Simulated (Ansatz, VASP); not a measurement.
IrS: VASP beside Ansatz

File INCAR:

```
PREC     = Accurate       # precision mode
ENCUT    = 520            # plane-wave cutoff, eV
EDIFF    = 1E-6           # SCF threshold, eV
ISMEAR   = 0              # smearing method
SIGMA    = 0.05           # smearing width, eV
LREAL    = F              # projectors in reciprocal space
LASPH    = T              # aspherical terms in the spheres
NELM     = 60             # most SCF steps
ALGO     = Normal         # electronic algorithm
ISIF     = 2              # what is computed and relaxed
LWAVE    = F              # write WAVECAR
LCHARG   = F              # write CHGCAR
GGA      = PE             # functional
NBANDS   = 14             # bands
```

Contents of KPOINTS:

```
regular mesh
0
Gamma
  10 10 10
```

POSCAR

```
IrS
1.0
    0.0000000000      2.6711878022      2.6711878022
    2.6711878022      0.0000000000      2.6711878022
    2.6711878022      2.6711878022      0.0000000000
Ir S
1 1
Direct
    0.0000000000      0.0000000000      0.0000000000
    0.2500000000      0.2500000000      0.2500000000
```

Input for Ansatz:

```yaml
crystal:
  lattice:
    - [0.0, 2.6711878022, 2.6711878022]
    - [2.6711878022, 0.0, 2.6711878022]
    - [2.6711878022, 2.6711878022, 0.0]
  atoms:
    - { symbol: Ir, position: [0.0, 0.0, 0.0] }
    - { symbol: S, position: [0.25, 0.25, 0.25] }
basis:
  ecutwfc: 420
  ecutrho_ratio: 4
kpoints:
  mp_grid: { grid: [10, 10, 10] }
hamiltonian:
  xc: pbe
scf:
  occupations: { method: gaussian, width: 0.05 }
output:
  forces: true
  stress: true
  eigenvalues: true
  write_density: true
  write_potential: true
  elf: true
  volumetric_format: npy
```

Alike in both runs: task single point; functional PBE; k mesh 10 × 10 × 10; occupations gaussian, width 0.05 eV; no spin polarisation.

|  | VASP | Ansatz |
| --- | --- | --- |
| version | VASP 6.6.1 | Ansatz 0.2.0 |
| potentials or method | VASP PAW PBE potentials, release 64 (Ir, S), cutoff 520 eV | scalar-relativistic, plane waves, PAW |
| valence electrons in the cell | 15 | 23 |

```csv
,VASP,Ansatz,Ansatz less VASP
gap on the k mesh at the Fermi level (eV),none,none,-
pressure (GPa),-5.1,-5.4,-0.39
```

A gap of «none» marks a metal or a gap that the smearing closes. The functional is the same, so the differences come from potentials, cutoffs and numerics. VASP's potentials hold 15 valence electrons a cell and Ansatz's 23, so a difference there can come from the potentials and not from the codes.

Neither program's run includes spin-orbit coupling.
